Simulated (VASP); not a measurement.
Crystal: MgGe5N.

```
Mg Ge N
1.0
     3.60000    0.00000    0.00000
    -1.80000    3.11769    0.00000
     0.00000    0.00000   10.50000
Mg Ge N
1 5 1
Direct
  0.00000 0.00000 0.00000
  0.33333 0.66667 0.81000
  0.33333 0.66667 0.19000
  0.66667 0.33333 0.33500
  0.66667 0.33333 0.66500
  0.00000 0.00000 0.50000
  0.33333 0.66667 0.00000
```

```yaml
Program: VASP 6.6.1
Task: relaxation of cell and atoms
Functional: PBE
Potentials_or_basis: VASP PAW PBE potentials, release 64 (Mg, Ge_d, N)
Cutoff: 600 eV
k_mesh: 5 × 5 × 2
Occupations: gaussian, width 0.2 eV
Spin: no spin polarisation
```

At the start: pressure 7.5 GPa; volume 16.84 Å³/atom.

**Question.** How do energy, volume and symmetry change on relaxing?

**Answer.** Over 11 steps the energy falls by 59.4 meV/atom and the volume is 18.45 Å³/atom (+9.6 %); space group P-6m2 (No. 187, to 0.1 Å) before and after.

Step by step:
```
step  energy change (eV)  largest force (eV/Å)  pressure (GPa)  volume (Å³)
   1              0.0000                0.9978            7.50       117.85
   2             -0.3057                0.4219           -1.78       131.79
   3             -0.3108                0.4732           -0.72       129.90
   4             -0.3652                0.3906           -0.37       129.53
   5             -0.4015                0.2789            0.09       129.00
   6             -0.3886                0.2019            1.27       127.76
   7             -0.4069                0.1844            0.39       128.44
   8             -0.4078                0.2153            0.50       128.58
   9             -0.4141                0.0890           -0.33       129.97
  10             -0.4143                0.0960           -0.30       129.77
  11             -0.4158                0.0530            0.04       129.12
```

Final structure:
```
Mg Ge N
1.0
     3.80743    0.00000    0.00000
    -1.90372    3.29733    0.00000
     0.00000    0.00000   10.28447
Mg Ge N
1 5 1
Direct
  0.00000 0.00000 0.00000
  0.33333 0.66667 0.79559
  0.33333 0.66667 0.20441
  0.66667 0.33333 0.33592
  0.66667 0.33333 0.66408
  0.00000 0.00000 0.50000
  0.33333 0.66667 0.00000
```

Caveat: the k points lie up to 0.38 Å⁻¹ apart in the final cell, too coarse for converged energies and pressures of a metal; an odd number of electrons without spin polarisation forces a metal; a magnetic or distorted state may lie lower; the relaxation stopped at a loose force limit of 0.08 eV/Å, so its end isn't a converged minimum.
